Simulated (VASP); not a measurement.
**Ir: single point with LDA**

Crystal: Ir.

```
Ir
1.0
     0.00000    1.90609    1.90609
     1.90609    0.00000    1.90609
     1.90609    1.90609    0.00000
Ir
1
Direct
  0.00000 0.00000 0.00000
```

| Property | Result |
| --- | --- |
| Program | VASP 6.6.1 |
| Task | single point |
| Functional | LDA |
| Potentials or basis | VASP PAW LDA potentials, release 64 (Ir) |
| Cutoff | 520 eV |
| k mesh | 14 × 14 × 14 |
| Occupations | fermi-dirac, width 0.01 eV |
| Spin | no spin polarisation |
| Dipole correction | no |
| Further INCAR settings | ALGO = Normal; EDIFF = 1e-06; NBANDS = 10 |

The pressure is 2.4 GPa.

Levels at points of the mesh, in eV from the Fermi level:
```
           k point  band 1  band 2  band 3  band 4  band 5  band 6  band 7  band 8
(0.00, 0.00, 0.00)  -11.22   -3.93   -3.93   -3.93   -1.11   -1.11   14.42   20.08
(0.50, 0.00, 0.00)   -8.23   -4.02   -4.02   -0.65    1.05    1.05    7.60   13.96
(0.50, 0.50, 0.00)   -8.05   -7.48    1.04    1.65    1.65    1.86   10.93   11.92
```

It took 10 s on 1 thread of Intel Xeon 6975P-C, with other jobs on the host, peak memory 0.13 GiB.

Caveat: spin-orbit coupling is left out, which moves the levels of the heavy elements.
